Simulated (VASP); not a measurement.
A run of VASP 6.6.1:

The input INCAR:

```
SYSTEM = Ga
ALGO = Fast
EDIFF = 1E-6
ENCUT = 520
ISIF = 2
ISMEAR = -1
LASPH = .True.
LCHARG = .False.
LREAL = .False.
LWAVE = .False.
NBANDS = 20
NELM = 60
PREC = Accurate
SIGMA = 0.05
```

File KPOINTS:

```
k-points
0
Gamma
  10 10 8
  0 0 0
```

POSCAR

```
Ga
1.0
    1.3643085195     -3.9720811669      0.0000000000
    1.3643085195      3.9720811669      0.0000000000
   -0.1158601719      0.0000000000      3.2849248782
Ga
2
Direct
    0.1310000000      0.8690000000      0.7500000000
    0.8690000000      0.1310000000      0.2500000000
```

Potentials or basis: VASP PAW LDA potentials, release 64 (Ga_d).

Command:

```bash
$ cat potpaw_LDA.64/Ga_d/POTCAR > POTCAR
$ mpirun -np 1 vasp_std > vasp.out
```

Hardware: 1 thread of AMD EPYC 7R43 64-Core Processor (Zen 3), with other jobs on the host.

**Question.** Estimate the wall time of this run.

**Answer.** Wall time 2.6 min on 1 thread of AMD EPYC 7R43 64-Core Processor (Zen 3) (shared host), peak memory 0.2 GiB. Counts: scf iterations 12, k points 227.
